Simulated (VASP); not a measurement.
CuI (Marshite), 2 atoms in the cell. It takes space group F-43m (No. 216, cubic). The conventional cell has a = 5.939 Å, b = 5.939 Å, c = 5.939 Å, α = 90.00°, β = 90.00°, γ = 90.00°. Within 3.4 Å of I (site symmetry -43m) lie 4 Cu at 2.57 Å. Cu (site symmetry -43m) has 4 I at 2.57 Å within 3.4 Å.  This cell differs from its parent crystal: volume scaled by 0.94.

```yaml
Program: VASP 6.6.1
Task: single point
Functional: PBEsol
Potentials_or_basis: VASP PAW PBE potentials, release 64 (I, Cu)
Cutoff: 520 eV
k_mesh: 8 × 8 × 8
Occupations: fermi-dirac, width 0.05 eV
Spin: no spin polarisation
Dipole_correction: no
Further_INCAR_settings: ALGO = Normal; EDIFF = 1e-06; NBANDS = 16
```

Potentials or basis: VASP PAW PBE potentials, release 64 (I, Cu).

Run with:

```sh
$ cat potpaw_PBE.64/I/POTCAR potpaw_PBE.64/Cu/POTCAR > POTCAR
$ mpirun -np 1 vasp_std > vasp.out
```

Hardware: 1 thread of Intel(R) Xeon(R) Platinum 8488C (Sapphire Rapids), with other jobs on the host.

Question: Estimate the wall time of this run.

Answer: Run time: 21 s on 1 thread of Intel(R) Xeon(R) Platinum 8488C (Sapphire Rapids), with other jobs on the host, peak memory 0.18 GiB. Counts: scf iterations 13, k points 29.
